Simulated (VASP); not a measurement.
Set up this calculation in VASP 6.6.1, as the native input.

```
Task                   : single point
Functional             : PBE
Potentials or basis    : VASP PAW PBE potentials, release 64 (Ti_sv)
Cutoff                 : 520 eV
k mesh                 : 7 × 7 × 9
Occupations            : fermi-dirac, width 0.05 eV
Spin                   : no spin polarisation
Dipole correction      : no
Further INCAR settings : ALGO = Fast; EDIFF = 1e-06; NBANDS = 25
```

The structure of Ti lies in POSCAR:

```
Ti
1.0
    4.5367203846      0.0000000000      0.0000000000
   -2.2683601923      3.9289151029      0.0000000000
    0.0000000000      0.0000000000      2.8072756161
Ti
3
Direct
    0.6666666667      0.3333333333      0.5000000000
    0.3333333333      0.6666666667      0.5000000000
    0.0000000000      0.0000000000      0.0000000000
```

One way to write it, as run:

INCAR

```
PREC = Accurate
ENCUT = 520
EDIFF = 1E-6
ISMEAR = -1
SIGMA = 0.05
LREAL = F
LASPH = T
NELM = 60
ALGO = Fast
ISIF = 2
LWAVE = F
LCHARG = F
GGA = PE
NBANDS = 25
```

KPOINTS

```
Automatic mesh
0
Gamma
  7 7 9
```

Potentials or basis: VASP PAW PBE potentials, release 64 (Ti_sv).

Run with:

```sh
$ cat potpaw_PBE.64/Ti_sv/POTCAR > POTCAR
$ mpirun -np 1 vasp_std > vasp.out
```

Results of the run:

```
Pressure               : 2.5 GPa
Band gap on the k mesh : zero (band 18 reaches 8.85 eV, above the bottom of band 19 at 8.57 eV)
```

It took 2.4 min on 1 thread of Intel(R) Xeon(R) Platinum 8488C (Sapphire Rapids), with other jobs on the host, peak memory 0.19 GiB.
